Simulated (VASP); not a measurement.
# NiO (Fm-3m) in VASP: further runs

Runs on NiO. Level: PBE+U. Tasks: single point.

Program: VASP 6.6.1. These are calculated values, not measurements. Logs are shortened: lines on timing, memory, paths and dates and some standing lists are left out, and cuts for length are marked.

**1. The cell of the first run**

The structure is cubic, space group Fm-3m (No. 225). Conventional cell: a = 4.268 Å, b = 4.268 Å, c = 4.268 Å, α = 90.00°, β = 90.00°, γ = 90.00°. Within 2.8 Å of Ni (site symmetry m-3m) lie 6 O at 2.13 Å. Within 2.8 Å of O (site symmetry m-3m) lie 6 Ni at 2.13 Å.

**2. Single point, PBE+U, collinear spin, antiferromagnetic start**

INCAR reads:

```
SYSTEM = NiO
  ALGO = Normal
  EDIFF = 1E-6
  ENCUT = 700
  GGA = PE
  GGA_COMPAT = .FALSE.
  ISIF = 2
  ISMEAR = 0
  ISPIN = 2
  LASPH = .TRUE.
  LCHARG = .FALSE.
  LDAU = .TRUE.
  LDAUJ = 0 0
  LDAUL = 2 -1
  LDAUPRINT = 1
  LDAUTYPE = 2
  LDAUU = 6.2 0
  LMAXMIX = 4
  LORBIT = 11
  LREAL = .FALSE.
  LWAVE = .FALSE.
  MAGMOM = 2 -2 0 0
  NBANDS = 36
  NELM = 200
  PREC = Accurate
  SIGMA = 0.05
```

KPOINTS reads:

```
k-points
0
G
  5 5 3
  0 0 0
```

POSCAR reads:

```
NiO
1.0
    0.0000000000      2.1337902789     -2.1337902789
    0.0000000000      2.1337902789      2.1337902789
    4.2675805578      0.0000000000      0.0000000000
Ni O
2 2
Direct
    0.0000000000      0.0000000000      0.0000000000
    0.5000000000      0.5000000000      0.5000000000
    0.0000000000      1.0000000000      0.5000000000
    0.5000000000      1.5000000000      1.0000000000
```

Potentials or basis: VASP PAW PBE potentials, release 64 (Ni_sv_GW, O).

Launch:

```
$ cat potpaw_PBE.64/Ni_sv_GW/POTCAR potpaw_PBE.64/O/POTCAR > POTCAR
$ mpirun -np 1 vasp_std > vasp.out
```

OUTCAR:

```text
SYSTEM = NiO
   EDIFF = 1E-6
   ENCUT = 700
   GGA = PE
   ISIF = 2
   ISMEAR = 0
   ISPIN = 2
   LASPH = .TRUE.
   LORBIT = 11
   LREAL = .FALSE.
   NELM = 200
   PREC = Accurate

 ion  position               nearest neighbor table
   1  0.000  0.000  0.000-   3 2.13   4 2.13   3 2.13   4 2.13   4 2.13   4 2.13
   2  0.500  0.500  0.500-   3 2.13   4 2.13   4 2.13   3 2.13   3 2.13   3 2.13
   3  0.000  0.000  0.500-   1 2.13   2 2.13   1 2.13   2 2.13   2 2.13   2 2.13
   4  0.500  0.500  0.000-   1 2.13   2 2.13   2 2.13   1 2.13   1 2.13   1 2.13

  LATTYP: Found a simple tetragonal cell.
 ALAT       =     3.0176351517
 C/A-ratio  =     1.4142135624

  Lattice vectors:

 A1 = (   0.0000000000,   2.1337902789,  -2.1337902789)
 A2 = (   0.0000000000,   2.1337902789,   2.1337902789)
 A3 = (   4.2675805578,   0.0000000000,   0.0000000000)

Analysis of symmetry for initial positions (statically):
=====================================================================
 Subroutine PRICEL returns following result:

  LATTYP: Found a face centered cubic cell.
 ALAT       =     4.2675805578
[... 12 lines left out ...]
 Subroutine GETGRP returns: Found 16 space group operations
 (whereof 16 operations were pure point group operations)
 out of a pool of 16 trial point group operations.

The static configuration has the point symmetry D_4h.

Analysis of symmetry for dynamics (positions and initial velocities):
=====================================================================
 Subroutine PRICEL returns following result:

  LATTYP: Found a face centered cubic cell.
 ALAT       =     4.2675805578
[... 12 lines left out ...]
 Subroutine GETGRP returns: Found 16 space group operations
 (whereof 16 operations were pure point group operations)
 out of a pool of 16 trial point group operations.

The dynamic configuration has the point symmetry D_4h.

Analysis of structural, dynamic, and magnetic symmetry:
=====================================================================
 Subroutine PRICEL returns following result:

  LATTYP: Found a face centered cubic cell.
 ALAT       =     4.2675805578
[... 12 lines left out ...]
 Subroutine GETGRP returns: Found 16 space group operations
 (whereof 16 operations were pure point group operations)
 out of a pool of 16 trial point group operations.

The overall configuration has the point symmetry D_4h.

 Subroutine INISYM returns: Found 16 space group operations
 (whereof 16 operations are pure point group operations),
 and found     2 'primitive' translations

----------------------------------------------------------------------------------------

                                     Primitive cell

  volume of cell :      19.4306

  direct lattice vectors                    reciprocal lattice vectors
    -2.133790279 -2.133790279  0.000000000    -0.234324809 -0.234324809  0.234324809
    -2.133790279  0.000000000 -2.133790279    -0.234324809  0.234324809 -0.234324809
    -0.000000000 -2.133790279 -2.133790279     0.234324809 -0.234324809 -0.234324809

  length of vectors
     3.017635152  3.017635152  3.017635152     0.405862475  0.405862475  0.405862475

  position of ions in fractional coordinates (direct lattice)
     0.000000000  0.000000000  0.000000000
     0.500000000  0.500000000  0.500000000

  ion indices of the primitive-cell ions
   primitive index   ion index
                 1           1
                 2           3

----------------------------------------------------------------------------------------
[... 128 lines left out ...]
  o =  0.9320  v =  0.0000  0.0000  0.0000  0.0000  0.0000  1.0000  0.0000  0.0000  0.0000  0.0000      0.0000  0.0000  0.0000  0.0000  0.0000  0.0000  0.0000  0.0000  0.0000  0.0000
  o =  0.9391  v =  0.0000 -1.0000  0.0000  0.0000 -0.0000  0.0000  0.0000  0.0000  0.0000  0.0000      0.0000  0.0000  0.0000  0.0000  0.0000  0.0000  0.0000  0.0000  0.0000  0.0000
  o =  0.9392  v =  0.0000 -0.0000 -0.0000 -1.0000  0.0000  0.0000  0.0000  0.0000  0.0000  0.0000      0.0000  0.0000  0.0000  0.0000  0.0000  0.0000  0.0000  0.0000  0.0000  0.0000
  o =  0.9392  v =  1.0000  0.0000  0.0000  0.0000  0.0000  0.0000  0.0000  0.0000  0.0000  0.0000      0.0000  0.0000  0.0000  0.0000  0.0000  0.0000  0.0000  0.0000  0.0000  0.0000
  o =  0.9670  v =  0.0000  0.0000  0.5000 -0.0000 -0.8660  0.0000  0.0000  0.0000  0.0000  0.0000      0.0000  0.0000  0.0000  0.0000  0.0000  0.0000  0.0000  0.0000  0.0000  0.0000
  o =  0.9672  v =  0.0000  0.0000  0.8660  0.0000  0.5000  0.0000  0.0000  0.0000  0.0000  0.0000      0.0000  0.0000  0.0000  0.0000  0.0000  0.0000  0.0000  0.0000  0.0000  0.0000

atom =   2  type =  1  l = 2

 onsite density matrix

spin component  1

  0.9320 -0.0000  0.0000 -0.0000 -0.0000
 -0.0000  0.9320 -0.0000  0.0000  0.0000
  0.0000 -0.0000  0.0871  0.0000  0.0008
 -0.0000  0.0000  0.0000  0.9320  0.0000
 -0.0000  0.0000  0.0008  0.0000  0.0862

spin component  2

  0.9392  0.0000  0.0000 -0.0000 -0.0000
  0.0000  0.9391  0.0000 -0.0000 -0.0000
  0.0000  0.0000  0.9671 -0.0000  0.0001
 -0.0000 -0.0000 -0.0000  0.9392 -0.0000
 -0.0000 -0.0000  0.0001 -0.0000  0.9670

 occupancies and eigenvectors

  o =  0.0858  v =  0.0000  0.0000 -0.5000 -0.0000  0.8660  0.0000  0.0000  0.0000  0.0000  0.0000      0.0000  0.0000  0.0000  0.0000  0.0000  0.0000  0.0000  0.0000  0.0000  0.0000
  o =  0.0876  v =  0.0000 -0.0000  0.8660  0.0000  0.5000  0.0000  0.0000  0.0000  0.0000  0.0000      0.0000  0.0000  0.0000  0.0000  0.0000  0.0000  0.0000  0.0000  0.0000  0.0000
  o =  0.9320  v =  0.0000 -1.0000  0.0000 -0.0000  0.0000  0.0000  0.0000  0.0000  0.0000  0.0000      0.0000  0.0000  0.0000  0.0000  0.0000  0.0000  0.0000  0.0000  0.0000  0.0000
  o =  0.9320  v =  0.0000  0.0000  0.0000 -1.0000 -0.0000  0.0000  0.0000  0.0000  0.0000  0.0000      0.0000  0.0000  0.0000  0.0000  0.0000  0.0000  0.0000  0.0000  0.0000  0.0000
  o =  0.9320  v =  1.0000  0.0000  0.0000  0.0000  0.0000  0.0000  0.0000  0.0000  0.0000  0.0000      0.0000  0.0000  0.0000  0.0000  0.0000  0.0000  0.0000  0.0000  0.0000  0.0000
  o =  0.9391  v =  0.0000  0.0000  0.0000  0.0000  0.0000  0.0000  1.0000 -0.0000 -0.0000 -0.0000      0.0000  0.0000  0.0000  0.0000  0.0000  0.0000  0.0000  0.0000  0.0000  0.0000
  o =  0.9392  v =  0.0000  0.0000  0.0000  0.0000  0.0000  1.0000  0.0000  0.0000  0.0000  0.0000      0.0000  0.0000  0.0000  0.0000  0.0000  0.0000  0.0000  0.0000  0.0000  0.0000
  o =  0.9392  v =  0.0000  0.0000  0.0000  0.0000  0.0000  0.0000  0.0000  0.0000  1.0000 -0.0000      0.0000  0.0000  0.0000  0.0000  0.0000  0.0000  0.0000  0.0000  0.0000  0.0000
  o =  0.9670  v =  0.0000  0.0000  0.0000  0.0000  0.0000  0.0000 -0.0000  0.5000 -0.0000 -0.8660      0.0000  0.0000  0.0000  0.0000  0.0000  0.0000  0.0000  0.0000  0.0000  0.0000
  o =  0.9672  v =  0.0000  0.0000  0.0000  0.0000  0.0000  0.0000 -0.0000 -0.8660 -0.0000 -0.5000      0.0000  0.0000  0.0000  0.0000  0.0000  0.0000  0.0000  0.0000  0.0000  0.0000

 number of electron      47.9999993 magnetization      -0.0000000

 Free energy of the ion-electron system (eV)
  ---------------------------------------------------
  ext. energy  EPLUGINS =         0.00000000
  ---------------------------------------------------
  free energy    TOTEN  =       -20.49848877 eV

  energy without entropy =      -20.49848877  energy(sigma->0) =      -20.49848877

 E-fermi :   5.6671     XC(G=0): -12.6174

 val. band max:        5.3172271336   @ k =   0.4000   0.0000   0.3333
 cond. band min:       7.5942485422   @ k =   0.0000   0.0000   0.0000
 fundamental gap:      2.2770214086
 Fermi energy:         5.6670780963

 spin component 1

 k-point     1 :       0.0000    0.0000    0.0000
  band No.  band energies     occupation
      1     -98.6167      1.00000
      2     -96.3222      1.00000
      3     -59.0044      1.00000
      4     -58.9957      1.00000
      5     -58.9957      1.00000
      6     -56.7627      1.00000
[... 457 lines left out ...]
     35      24.6431      0.00000
     36      24.8816      0.00000
 Fermi energy:         5.6670780963

 spin component 2

 k-point     1 :       0.0000    0.0000    0.0000
  band No.  band energies     occupation
      1     -98.6167      1.00000
      2     -96.3222      1.00000
      3     -59.0044      1.00000
      4     -58.9957      1.00000
      5     -58.9957      1.00000
      6     -56.7627      1.00000
[... 457 lines left out ...]
     35      24.6431      0.00000
     36      24.8816      0.00000

------------------------ aborting loop because EDIFF is reached ----------------------------------------

  FORCE on cell =-STRESS in cart. coord.  units (eV):
  Direction    XX          YY          ZZ          XY          YZ          ZX
  --------------------------------------------------------------------------------------
  -------------------------------------------------------------------------------------
  Total       -0.5317430     -0.5320556     -0.5320556     -0.0000000      0.0000000      0.0000000
  in kB      -21.9228588    -21.9357452    -21.9357452     -0.0000000      0.0000000      0.0000000
  external PRESSURE =     -21.9314498 kB  Pullay stress =       0.0000000 kB

 VOLUME and BASIS-vectors are now :
 -----------------------------------------------------------------------------
  energy-cutoff  :      700.00
  volume of cell :       38.86
      direct lattice vectors                 reciprocal lattice vectors
     0.000000000  2.133790279 -2.133790279     0.000000000  0.234324809 -0.234324809
     0.000000000  2.133790279  2.133790279     0.000000000  0.234324809  0.234324809
     4.267580558  0.000000000  0.000000000     0.234324809  0.000000000  0.000000000

 POSITION                                       TOTAL-FORCE (eV/Angst)
 -----------------------------------------------------------------------------------
      0.00000      0.00000      0.00000         0.000000     -0.000000     -0.000000
      2.13379      2.13379      0.00000        -0.000000      0.000000      0.000000
      2.13379      0.00000      0.00000         0.000000     -0.000000     -0.000000
      0.00000      2.13379      0.00000         0.000000      0.000000     -0.000000
 -----------------------------------------------------------------------------------
    total drift:                                0.000000      0.000000      0.000000

  FREE ENERGIE OF THE ION-ELECTRON SYSTEM (eV)
  ---------------------------------------------------
  free  energy   TOTEN  =       -20.4984887666 eV

  energy  without entropy=      -20.4984887666  energy(sigma->0) =      -20.49848877

 total charge

# of ion       s       p       d       f       tot
--------------------------------------------------
    1        2.155   6.204   7.696   0.008  16.063
    2        2.155   6.204   7.696   0.008  16.063
    3        1.544   3.467   0.000   0.000   5.011
    4        1.544   3.467   0.000   0.000   5.011
--------------------------------------------------
tot          7.398  19.341  15.392   0.016  42.147

 magnetization (x)

# of ion       s       p       d       f       tot
--------------------------------------------------
    1        0.012   0.013   1.779   0.001   1.805
    2       -0.012  -0.013  -1.779  -0.001  -1.805
    3       -0.007  -0.050   0.000   0.000  -0.057
    4        0.007   0.050   0.000   0.000   0.057
--------------------------------------------------
tot          0.000   0.000   0.000   0.000   0.000
```

Wall time 48 s (1 thread of Intel Xeon 6975P-C (Granite Rapids), shared host); peak memory 0.23 GiB.

What came out:

```yaml
Free_energy: -20.4985 eV
Pressure: -2.2 GPa
Band_gap_on_the_k_mesh: 2.28 eV
Net_moment: 0.00 μB per cell
Site_moments: Ni +1.80, -1.80; O -0.06, +0.06 μB
Valence_electrons_inside_the_program's_atomic_spheres: Ni 16.06; O 5.01
```

Levels at points of the mesh, in eV from the valence-band top:
Spin up:
```tsv
k point	band 20	band 21	band 22	band 23	band 24	band 25	band 26	band 27	band 28	band 29
(0.00, 0.00, 0.00)	-2.52	-2.52	-1.20	-1.20	-1.20	2.28	3.18	3.38	6.72	11.41
```
Spin down:
| k point | band 22 | band 23 | band 24 | band 25 | band 26 | band 27 |
| --- | --- | --- | --- | --- | --- | --- |
| (0.00, 0.00, 0.00) | -1.20 | -1.20 | -1.20 | 2.28 | 3.18 | 3.38 |

Eigenvalues of the final occupation matrices:
```csv
site,spin,trace,eigenvalues
site 1 d,1,4.75,0.94 0.94 0.94 0.97 0.97
site 1 d,2,2.97,0.09 0.09 0.93 0.93 0.93
site 2 d,1,2.97,0.09 0.09 0.93 0.93 0.93
site 2 d,2,4.75,0.94 0.94 0.94 0.97 0.97
```

Caveat: the k points lie up to 0.49 Å⁻¹ apart; an odd mesh through Γ misses points on the zone boundary, where band edges can lie.

**3. Single point, PBE+U, collinear spin, ferromagnetic start (9.72 Å³/atom)**

INCAR reads:

```
PREC = Accurate
ENCUT = 700
EDIFF = 1E-6
ISMEAR = 0
SIGMA = 0.05
LREAL = False
LASPH = True
NELM = 200
ALGO = Normal
ISIF = 2
LWAVE = False
LCHARG = True
ISPIN = 2
MAGMOM = 1.91 0.21
LORBIT = 11
LMAXMIX = 4
LDAU = True
LDAUTYPE = 2
LDAUL = 2 -1
LDAUU = 6.2 0
LDAUJ = 0 0
LDAUPRINT = 1
GGA = PE
LELF = True
LVHAR = True
NBANDS = 23
GGA_COMPAT = False
```

KPOINTS reads:

```
Automatic mesh
0
Gamma
  10 10 10
```

POSCAR reads:

```
NiO
1.0
    0.0000000000      2.1337902789      2.1337902789
    2.1337902789      0.0000000000      2.1337902789
    2.1337902789      2.1337902789      0.0000000000
Ni O
1 1
Direct
    0.0000000000      0.0000000000      0.0000000000
    0.5000000000      0.5000000000      0.5000000000
```

Potentials or basis: VASP PAW PBE potentials, release 64 (Ni_sv_GW, O).

Launch:

```
$ cat potpaw_PBE.64/Ni_sv_GW/POTCAR potpaw_PBE.64/O/POTCAR > POTCAR
$ mpirun -np 1 vasp_std > vasp.out
```

Run time: 87 s. Hardware: 1 thread of Intel Xeon Platinum 8488C (Sapphire Rapids), shared host; peak memory 0.22 GiB.

It converged, with:

```
Free energy                                           : -10.2588 eV
Pressure                                              : -2.2 GPa
Band gap on the k mesh                                : 2.00 eV (least direct gap 3.17 eV)
Net moment                                            : 2.00 μB per cell
Site moments                                          : Ni +1.80; O +0.16 μB
Valence electrons inside the program's atomic spheres : Ni 16.07; O 5.01
```

Levels at points of the mesh, in eV from the valence-band top:
Spin up:
```tsv
k point	band 9	band 10	band 11	band 12	band 13	band 14	band 15	band 16	band 17	band 18
(0.00, 0.00, 0.00)	-4.50	-4.50	-1.48	-1.48	-1.48	2.00	18.27	18.49	18.49	18.49
(0.50, 0.00, 0.00)	-4.06	-4.06	-2.92	0.00	0.00	6.20	10.29	14.23	14.23	20.67
(0.50, 0.50, 0.00)	-4.72	-3.78	-3.78	-2.77	-2.77	6.30	11.16	11.96	16.68	16.68
```
Spin down:
```
           k point  band 9  band 10  band 11  band 12  band 13  band 14
(0.00, 0.00, 0.00)   -1.17    -1.17    -1.17     2.35     2.85     2.85
(0.50, 0.00, 0.00)   -1.98    -1.87    -1.87     5.02     5.02     6.38
(0.50, 0.50, 0.00)   -2.65    -2.48    -2.48     3.31     3.66     6.92
```

Eigenvalues of the final occupation matrices:
```tsv
site	spin	trace	eigenvalues
site 1 d	1	4.75	0.94 0.94 0.94 0.97 0.97
site 1 d	2	2.97	0.09 0.09 0.93 0.93 0.93
```

Caveat: a cell with one magnetic atom can't hold antiferromagnetic order, which such compounds often take.
